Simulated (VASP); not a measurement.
# Si2Ge3 (Pmmm) in VASP: a series of runs

The runs below take Si2Ge3 through relaxation of cell and atoms, single point, with PBE.

Program: VASP 6.6.1. These are calculated values, not measurements. Logs are shortened: lines on timing, memory, paths and dates and some standing lists are left out, and cuts for length are marked.

## 1. The cell of the first run

The structure is orthorhombic, space group Pmmm (No. 47). Conventional cell: a = 2.724 Å, b = 4.075 Å, c = 8.901 Å, α = 90.00°, β = 90.00°, γ = 90.00°. Within 3.1 Å of Si (site symmetry mm2) lie 3 Si at 2.37 to 2.72 Å and 2 Ge at 2.51 Å. Within 3.6 Å of Ge (site symmetry mmm) lie 10 Ge at 2.72 to 3.04 Å and 4 Si at 3.54 Å. Within 3.3 Å of Ge (site symmetry mm2) lie 2 Si at 2.51 Å and 6 Ge at 2.72 to 3.04 Å.

The cell was generated, and may not be a known phase.

## 2. Relaxation of cell and atoms, PBE

INCAR reads:

```
PREC = Accurate
ENCUT = 600
EDIFF = 1E-6
ISMEAR = 0
SIGMA = 0.1
LREAL = F
LASPH = T
NELM = 100
ALGO = Normal
ISIF = 3
LWAVE = F
LCHARG = F
GGA = PE
IBRION = 2
NSW = 100
EDIFFG = -0.01
```

KPOINTS reads:

```
regular mesh
0
Gamma
  14 10 4
```

POSCAR reads:

```
Si2Ge3
1.0
    2.7241741480      0.0000000000      0.0000000000
    0.0000000000      4.0750325424      0.0000000000
    0.0000000000      0.0000000000      8.9009115980
Si Ge
2 3
Direct
    0.0000000000      0.5000000000      0.3669896703
    0.0000000000      0.5000000000      0.6330103297
    0.5000000000      0.5000000000      0.0000000000
    0.0000000000      0.0000000000      0.7984220511
    0.0000000000      0.0000000000      0.2015779489
```

Potentials or basis: VASP PAW PBE potentials, release 64 (Si, Ge_d).

Command:

```bash
cat potpaw_PBE.64/Si/POTCAR potpaw_PBE.64/Ge_d/POTCAR > POTCAR
mpirun -np 1 vasp_std > vasp.out
```

OUTCAR:

```text
PREC = Accurate
   ENCUT = 600
   EDIFF = 1E-6
   ISMEAR = 0
   LREAL = F
   LASPH = T
   NELM = 100
   ISIF = 3
   GGA = PE
   IBRION = 2
   NSW = 100
   EDIFFG = -0.01

 ion  position               nearest neighbor table
   1  0.000  0.500  0.367-   2 2.37   5 2.51   5 2.51
   2  0.000  0.500  0.633-   1 2.37   4 2.51   4 2.51
   3  0.500  0.500  0.000-
   4  0.000  0.000  0.798-   2 2.51   2 2.51
   5  0.000  0.000  0.202-   1 2.51   1 2.51

  LATTYP: Found a simple orthorhombic cell.
 ALAT       =     2.7241741480
 B/A-ratio  =     1.4958781344
 C/A-ratio  =     3.2673798056

  Lattice vectors:

 A1 = (   2.7241741480,   0.0000000000,   0.0000000000)
 A2 = (   0.0000000000,   4.0750325424,   0.0000000000)
 A3 = (   0.0000000000,   0.0000000000,   8.9009115980)

Analysis of symmetry for initial positions (statically):
=====================================================================
 Subroutine PRICEL returns:
 Original cell was already a primitive cell.

 Routine SETGRP: Setting up the symmetry group for a
 simple orthorhombic supercell.

 Subroutine GETGRP returns: Found  8 space group operations
 (whereof  8 operations were pure point group operations)
 out of a pool of  8 trial point group operations.

The static configuration has the point symmetry D_2h.

Analysis of symmetry for dynamics (positions and initial velocities):
=====================================================================
 Subroutine PRICEL returns:
 Original cell was already a primitive cell.

 Routine SETGRP: Setting up the symmetry group for a
 simple orthorhombic supercell.

 Subroutine GETGRP returns: Found  8 space group operations
 (whereof  8 operations were pure point group operations)
 out of a pool of  8 trial point group operations.

The dynamic configuration has the point symmetry D_2h.

 Subroutine INISYM returns: Found  8 space group operations
 (whereof  8 operations are pure point group operations),
 and found     1 'primitive' translations

----------------------------------------------------------------------------------------

                                     Primitive cell

  volume of cell :      98.8099

  direct lattice vectors                    reciprocal lattice vectors
     2.724174148  0.000000000  0.000000000     0.367083727  0.000000000  0.000000000
     0.000000000  4.075032542  0.000000000     0.000000000  0.245396813  0.000000000
     0.000000000  0.000000000  8.900911598     0.000000000  0.000000000  0.112348043

  length of vectors
     2.724174148  4.075032542  8.900911598     0.367083727  0.245396813  0.112348043

  position of ions in fractional coordinates (direct lattice)
     0.000000000  0.500000000  0.366989670
     0.000000000  0.500000000  0.633010330
     0.500000000  0.500000000  0.000000000
     0.000000000  0.000000000  0.798422051
     0.000000000  0.000000000  0.201577949

  ion indices of the primitive-cell ions
   primitive index   ion index
                 1           1
                 2           2
                 3           3
                 4           4
                 5           5

----------------------------------------------------------------------------------------

 KPOINTS: regular mesh

Automatic generation of k-mesh.
 Grid dimensions read from file:
 generate k-points for:   14   10    4

 Generating k-lattice:

  Cartesian coordinates                     Fractional coordinates (reciprocal lattice)
     0.026220266  0.000000000  0.000000000     0.071428571  0.000000000  0.000000000
     0.000000000  0.024539681  0.000000000     0.000000000  0.100000000  0.000000000
     0.000000000  0.000000000  0.028087011     0.000000000  0.000000000  0.250000000

  Length of vectors
     0.026220266  0.024539681  0.028087011

  Shift w.r.t. Gamma in fractional coordinates (k-lattice)
     0.000000000  0.000000000  0.000000000

 Subroutine IBZKPT returns following result:
 ===========================================

 Found    144 irreducible k-points:

 Following reciprocal coordinates:
            Coordinates               Weight
  0.000000  0.000000  0.000000      1.000000
  0.071429  0.000000  0.000000      2.000000
  0.142857  0.000000  0.000000      2.000000
  0.214286  0.000000  0.000000      2.000000
  0.285714  0.000000  0.000000      2.000000
  0.357143  0.000000  0.000000      2.000000
[... 16 lines left out ...]
  0.428571  0.200000  0.000000      4.000000
  0.500000  0.200000  0.000000      2.000000
 [... further k-points ...]
   k-points           NKPTS =    144   k-points in BZ     NKDIM =    144   number of bands    NBANDS=     30
   number of dos      NEDOS =    301   number of ions     NIONS =      5
   total plane-waves  NPLWV =  62208
   dimension x,y,z NGX =    24 NGY =   36 NGZ =   72
   dimension x,y,z NGXF=    48 NGYF=   72 NGZF=  144
   ions per type =               2   3
   NGX,Y,Z   is equivalent  to a cutoff of  14.65, 14.69, 13.45 a.u.
   NGXF,Y,Z  is equivalent  to a cutoff of  29.29, 29.37, 26.90 a.u.
 SYSTEM =  unknown system
   PREC   = accura    normal or accurate (medium, high low for compatibility)
   ISTART =      0    job   : 0-new  1-cont  2-samecut
   ICHARG =      2    charge: 1-file 2-atom 10-const
   ISPIN  =      1    spin polarized calculation?
   LNONCOLLINEAR =      F non collinear calculations
   LSORBIT =      F    spin-orbit coupling
   LASPH  =      T    aspherical Exc in radial PAW
   ENCUT  =  600.0 eV  44.10 Ry    6.64 a.u.   5.44  8.14 17.78*2*pi/ulx,y,z
   NELM   =    100;   NELMIN=  2; NELMDL= -5     # of ELM steps
   EDIFF  = 0.1E-05   stopping-criterion for ELM
   LREAL  =      F    real-space projection
   EDIFFG = -.1E-01   stopping-criterion for IOM
   NSW    =    100    number of steps for IOM
   IBRION =      2    ionic relax: 0-MD 1-quasi-New 2-CG
   NFREE  =      1    steps in history (QN), initial steepest desc. (CG)
   ISIF   =      3    stress and relaxation
   ISYM   =      2    0-nonsym 1-usesym 2-fastsym
   POTIM  = 0.5000    time-step for ionic-motion
   TEBEG  =    0.0;   TEEND  =   0.0 temperature during run
   PSTRESS=    0.0 pullay stress
   NELECT =      50.0000    total number of electrons
   NUPDOWN=      -1.0000    fix difference up-down
   EMIN   =  10.00;   EMAX   =-10.00  energy-range for DOS
   EFERMI =   0.00;   METHOD = LEGACY
   ISMEAR =     0;   SIGMA  =   0.10  broadening in eV -4-tet -1-fermi 0-gaus
   EFERMI_NEDOS =   21; number of points for ismear=-14 and -15
   IALGO  =     38    algorithm
   IMIX   =      4    mixing-type and parameters
     AMIX     =   0.40;   BMIX     =  1.00
     AMIX_MAG =   1.60;   BMIX_MAG =  1.00
  volume/ion in A,a.u.               =      19.76       133.36
  Fermi-wavevector in a.u.,A,eV,Ry     =   1.304562  2.465265 23.155507  1.701882
  Thomas-Fermi vector in A             =   2.435489
   LORBIT       =      0    0 simple, 1 ext, 2 COOP (PROOUT), +10 PAW based schemes
   GGA     = PE    functional components
   LHFCALC =     F    Hartree Fock is set to
   AEXX    =    0.0000 exact exchange contribution
   IVDW    =     0    specifies the selected vdW correction
   LEPSILON=     F    determine dielectric tensor
   LRPA    =     F    only Hartree local field effects (RPA)
 conjugate gradient relaxation of ions
 non-spin polarized calculation
 Gauss-broadening in eV      SIGMA  =   0.10
  energy-cutoff  :      600.00
  volume of cell :       98.81
 maximum number of plane-waves:      3333
 NGX is ok and might be reduce to    24

--------------------------------------- Ionic step        1  -------------------------------------------

 number of electron      49.9999995 magnetization

 Free energy of the ion-electron system (eV)
  ---------------------------------------------------
  ext. energy  EPLUGINS =         0.00000000
  ---------------------------------------------------
  free energy    TOTEN  =       -22.40010398 eV

  energy without entropy =      -22.39087175  energy(sigma->0) =      -22.39548787

------------------------ aborting loop because EDIFF is reached ----------------------------------------

  FORCE on cell =-STRESS in cart. coord.  units (eV):
  Direction    XX          YY          ZZ          XY          YZ          ZX
  --------------------------------------------------------------------------------------
  -------------------------------------------------------------------------------------
  Total       -1.3167467      0.8308166      0.4592787     -0.0000000      0.0000000      0.0000000
  in kB      -21.3507131     13.4714805      7.4470869     -0.0000000      0.0000000      0.0000000
  external PRESSURE =      -0.1440486 kB  Pullay stress =       0.0000000 kB
[... 98 lines left out ...]
  FREE ENERGIE OF THE ION-ELECTRON SYSTEM (eV)
  ---------------------------------------------------
  free  energy   TOTEN  =       -22.4217147903 eV

  energy  without entropy=      -22.4125911738  energy(sigma->0) =      -22.41715298

[... ionic steps 4 to 21 ...]

--------------------------------------- Ionic step       22  -------------------------------------------

 number of electron      49.9999978 magnetization

------------------------ aborting loop because EDIFF is reached ----------------------------------------

  FORCE on cell =-STRESS in cart. coord.  units (eV):
  Direction    XX          YY          ZZ          XY          YZ          ZX
  --------------------------------------------------------------------------------------
  -------------------------------------------------------------------------------------
  Total        0.0141772     -0.0066318     -0.0001466      0.0000000      0.0000000      0.0000000
  in kB        0.2297450     -0.1074707     -0.0023753      0.0000000      0.0000000      0.0000000
  external PRESSURE =       0.0399663 kB  Pullay stress =       0.0000000 kB
[... 63 lines left out ...]
  energy  without entropy=      -22.4235417413  energy(sigma->0) =      -22.42749139

--------------------------------------- Ionic step       24  -------------------------------------------

 number of electron      49.9999977 magnetization

 Free energy of the ion-electron system (eV)
  ---------------------------------------------------
  ext. energy  EPLUGINS =         0.00000000
  ---------------------------------------------------
  free energy    TOTEN  =       -22.43143487 eV

  energy without entropy =      -22.42351305  energy(sigma->0) =      -22.42747396

 E-fermi :   6.0953     XC(G=0): -10.3939

 val. band max:        6.0937362950   @ k =   0.2143   0.2000   0.2500
 cond. band min:       6.1033162457   @ k =   0.2857   0.0000   0.2500
 fundamental gap:      0.0095799507
 Fermi energy:         6.0952777012

 k-point     1 :       0.0000    0.0000    0.0000
  band No.  band energies     occupation
      1     -18.9054      2.00000
      2     -18.8131      2.00000
      3     -18.8068      2.00000
      4     -18.7424      2.00000
      5     -18.7344      2.00000
      6     -18.5680      2.00000
[... 781 lines left out ...]
     29       8.1747      0.00000
     30       8.1887      0.00000

 [... further k-points ...]
[... 5 lines left out ...]
  --------------------------------------------------------------------------------------
  -------------------------------------------------------------------------------------
  Total        0.0317064      0.0288404      0.0374703     -0.0000000      0.0000000      0.0000000
  in kB        0.5129879      0.4666172      0.6062433     -0.0000000      0.0000000      0.0000000
  external PRESSURE =       0.5286162 kB  Pullay stress =       0.0000000 kB
[... 20 lines left out ...]
  FREE ENERGIE OF THE ION-ELECTRON SYSTEM (eV)
  ---------------------------------------------------
  free  energy   TOTEN  =       -22.4314348670 eV

  energy  without entropy=      -22.4235130492  energy(sigma->0) =      -22.42747396

 reached required accuracy - stopping structural energy minimisation
```

It took 30 min on 1 thread of Intel Xeon 6975P-C (Granite Rapids), shared host; peak memory 0.57 GiB.

What came out:

- Free energy: -22.4314 eV
- Relaxed volume: 19.81 Å³/atom
- Relaxed cell: a = 2.676 Å, b = 4.220 Å, c = 8.770 Å, α = 90.00°, β = 90.00°, γ = 90.00°
- Space group after relaxing (to 0.1 Å): Pmmm (No. 47)
- Energy gained by relaxing: 6.3 meV/atom
- Ionic steps: 24
- Pressure after relaxing: 0.1 GPa
- Largest force after relaxing: 0.009 eV/Å
- Band gap on the k mesh: zero (bands 25 and 26 overlap by 3.42 eV)

Forces in eV/Å, atoms in the order of the input:
```
Si   0.000  0.000  0.000
Si   0.000  0.000  0.000
Ge   0.000  0.000  0.000
Ge   0.000  0.000  0.009
Ge   0.000  0.000 -0.009
```

The path:
```csv
step,energy change (eV),largest force (eV/Å),pressure (GPa),volume (Å³)
1,0.0000,0.1057,-0.01,98.81
2,-0.0194,0.1202,0.00,98.77
3,-0.0216,0.1254,0.07,98.75
4,-0.0216,0.1254,0.06,98.75
5,-0.0249,0.0999,0.03,98.87
6,-0.0288,0.1033,-0.09,99.18
7,-0.0301,0.0229,0.00,98.99
8,-0.0302,0.0166,-0.02,99.01
9,-0.0305,0.0201,0.05,98.91
10,-0.0309,0.0314,0.21,98.59
11,-0.0311,0.0280,0.16,98.68
12,-0.0311,0.0266,0.15,98.72
13,-0.0312,0.0236,0.05,98.81
14,-0.0312,0.0249,0.10,98.79
15,-0.0312,0.0241,0.05,98.80
16,-0.0312,0.0250,0.14,98.79
17,-0.0313,0.0204,0.09,98.91
18,-0.0312,0.0126,0.01,99.16
19,-0.0311,0.0108,-0.18,99.21
20,-0.0312,0.0128,-0.17,99.17
21,-0.0313,0.0130,-0.04,98.95
22,-0.0313,0.0130,0.00,98.87
23,-0.0313,0.0125,0.12,98.86
24,-0.0313,0.0090,0.05,99.03
```

Final structure:
```yaml
crystal:
  lattice:
    - [2.67608, 0.00000, 0.00000]
    - [0.00000, 4.21965, 0.00000]
    - [0.00000, 0.00000, 8.76950]
  atoms:
    - { symbol: Si, position: [0.00000, 0.50000, 0.36354] }
    - { symbol: Si, position: [0.00000, 0.50000, 0.63646] }
    - { symbol: Ge, position: [0.50000, 0.50000, 0.00000] }
    - { symbol: Ge, position: [0.00000, 0.00000, 0.79450] }
    - { symbol: Ge, position: [0.00000, 0.00000, 0.20550] }
```

Levels at points of the mesh, in eV from the Fermi level:
| k point | band 22 | band 23 | band 24 | band 25 | band 26 | band 27 | band 28 | band 29 |
| --- | --- | --- | --- | --- | --- | --- | --- | --- |
| (0.00, 0.00, 0.00) | -2.90 | -2.39 | -1.83 | -0.97 | 0.24 | 3.08 | 3.92 | 4.18 |
| (0.50, 0.00, 0.00) | -2.23 | -1.03 | -0.63 | -0.57 | -0.25 | 0.07 | 1.26 | 2.02 |
| (0.00, 0.50, 0.00) | -3.59 | -2.58 | -1.81 | -0.02 | 4.50 | 4.93 | 5.72 | 6.58 |
| (0.50, 0.50, 0.00) | -4.16 | -3.81 | -3.26 | -2.56 | -1.16 | -0.36 | 1.39 | 1.57 |
| (0.00, 0.00, 0.50) | -3.41 | -2.03 | -1.47 | -0.04 | 0.50 | 1.66 | 2.08 | 3.07 |
| (0.50, 0.00, 0.50) | -3.11 | -2.22 | -0.42 | -0.15 | -0.03 | 0.09 | 1.88 | 2.03 |
| (0.00, 0.50, 0.50) | -4.66 | -3.26 | 0.45 | 1.16 | 2.64 | 3.02 | 6.03 | 6.72 |
| (0.50, 0.50, 0.50) | -4.13 | -3.33 | -2.62 | -1.91 | -1.81 | -0.49 | 0.32 | 0.72 |

## 3. Single point, PBE

This run uses another cell than the first one: it holds 10 atoms, not 5.

INCAR reads:

```
PREC = Accurate
ENCUT = 520
EDIFF = 1E-6
ISMEAR = 0
SIGMA = 0.2
LREAL = False
LASPH = True
NELM = 100
ALGO = Fast
ISIF = 2
LWAVE = False
LCHARG = False
GGA = PE
NBANDS = 61
```

KPOINTS reads:

```
regular mesh
0
Gamma
  8 6 2
```

POSCAR reads:

```
Si2Ge3
1.0
    2.6751613343      0.0000000000      0.0000000000
    0.0000000000      4.2162714193      0.0000000000
    0.0000000000      0.0000000000     17.5310653890
Si Ge
4 6
Direct
    1.0000000000      0.5000000000      0.1817199613
    0.0000000000      0.5000000000      0.6817199613
    0.0000000000      0.5000000000      0.3182800387
    0.0000000000      0.5000000000      0.8182800387
    0.5000000000      0.5000000000      0.5000000000
    0.5000000000      0.5000000000      1.0000000000
    0.0000000000      0.0000000000      0.3975390160
    0.0000000000      1.0000000000      0.8975390160
    1.0000000000      1.0000000000      0.1024609840
    1.0000000000      1.0000000000      0.6024609840
```

Potentials or basis: VASP PAW PBE potentials, release 64 (Si, Ge_d).

Command:

```bash
cat potpaw_PBE.64/Si/POTCAR potpaw_PBE.64/Ge_d/POTCAR > POTCAR
mpirun -np 1 vasp_std > vasp.out
```

Run time: 9.9 min. Hardware: 1 thread of Oxide Virtual Turin-like, shared host; peak memory 0.47 GiB.

It converged, with:

```
Free energy            : -44.6301 eV
Pressure               : 0.3 GPa
Largest force          : 0.129 eV/Å
Band gap on the k mesh : zero (bands 50 and 51 overlap by 3.38 eV)
```

Forces on the atoms (eV/Å):
```
Si   0.000  0.000  0.101
Si   0.000  0.000  0.101
Si   0.000  0.000 -0.101
Si   0.000  0.000 -0.101
Ge   0.000  0.000  0.000
Ge   0.000  0.000  0.000
Ge   0.000  0.000  0.129
Ge   0.000  0.000  0.129
Ge   0.000  0.000 -0.129
Ge   0.000  0.000 -0.129
```

Stress tensor (GPa, compression positive):
```
 1.59  0.00  0.00
 0.00 -0.84  0.00
 0.00  0.00  0.14
```

Levels at points of the mesh, in eV from the Fermi level:
| k point | band 47 | band 48 | band 49 | band 50 | band 51 | band 52 | band 53 | band 54 |
| --- | --- | --- | --- | --- | --- | --- | --- | --- |
| (0.00, 0.00, 0.00) | -1.84 | -1.51 | -0.99 | -0.05 | 0.23 | 0.48 | 1.62 | 2.04 |
| (0.50, 0.00, 0.00) | -0.66 | -0.60 | -0.46 | -0.30 | -0.18 | -0.03 | 0.04 | 0.06 |
| (0.00, 0.50, 0.00) | -1.83 | -0.05 | 0.43 | 1.12 | 2.64 | 2.98 | 4.49 | 4.90 |
| (0.50, 0.50, 0.00) | -3.28 | -2.62 | -2.61 | -1.98 | -1.86 | -1.18 | -0.51 | -0.38 |
| (0.00, 0.00, 0.50) | -1.94 | -1.94 | -0.58 | -0.58 | 0.45 | 0.45 | 2.32 | 2.32 |
| (0.50, 0.00, 0.50) | -0.55 | -0.55 | -0.25 | -0.25 | -0.07 | -0.07 | -0.05 | -0.05 |
| (0.00, 0.50, 0.50) | -1.23 | -1.23 | 1.03 | 1.03 | 2.86 | 2.86 | 4.60 | 4.60 |
| (0.50, 0.50, 0.50) | -3.32 | -3.32 | -2.30 | -2.30 | -1.01 | -1.01 | -0.94 | -0.94 |

The gap in the log of VASP goes by the Fermi energy; the results here count the filled bands.